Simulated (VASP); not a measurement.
CdTe: single point with LDA

Crystal: CdTe.

```
Cd Te
1.0
     0.00000    3.20463    3.20463
     3.20463    0.00000    3.20463
     3.20463    3.20463    0.00000
Cd Te
1 1
Direct
  0.00000 0.00000 0.00000
  0.25000 0.25000 0.25000
```

```yaml
Program: VASP 6.6.1
Task: single point
Functional: LDA
Potentials_or_basis: VASP PAW LDA potentials, release 64 (Cd, Te)
Cutoff: 500 eV
k_mesh: 8 × 8 × 8
Occupations: gaussian, width 0.02 eV
Spin: no spin polarisation
```

The pressure is 0.3 GPa and the band gap on the k mesh is 0.65 eV.

Levels at points of the mesh, in eV from the valence-band top:
| k point | band 5 | band 6 | band 7 | band 8 | band 9 | band 10 | band 11 | band 12 | band 13 | band 14 |
| --- | --- | --- | --- | --- | --- | --- | --- | --- | --- | --- |
| (0.00, 0.00, 0.00) | -8.12 | -8.12 | 0.00 | 0.00 | 0.00 | 0.65 | 4.48 | 4.48 | 4.48 | 7.26 |
| (0.50, 0.00, 0.00) | -8.11 | -7.75 | -4.69 | -0.84 | -0.84 | 1.69 | 5.08 | 5.08 | 6.88 | 8.58 |
| (0.50, 0.50, 0.00) | -8.09 | -7.60 | -4.54 | -2.01 | -2.01 | 2.37 | 2.54 | 8.82 | 9.15 | 9.15 |

Wall time 10 s on 1 thread of Intel(R) Xeon(R) 6975P-C (Granite Rapids) (shared host), peak memory 0.18 GiB.

Caveat: spin-orbit coupling is left out, which moves the levels of the heavy elements.
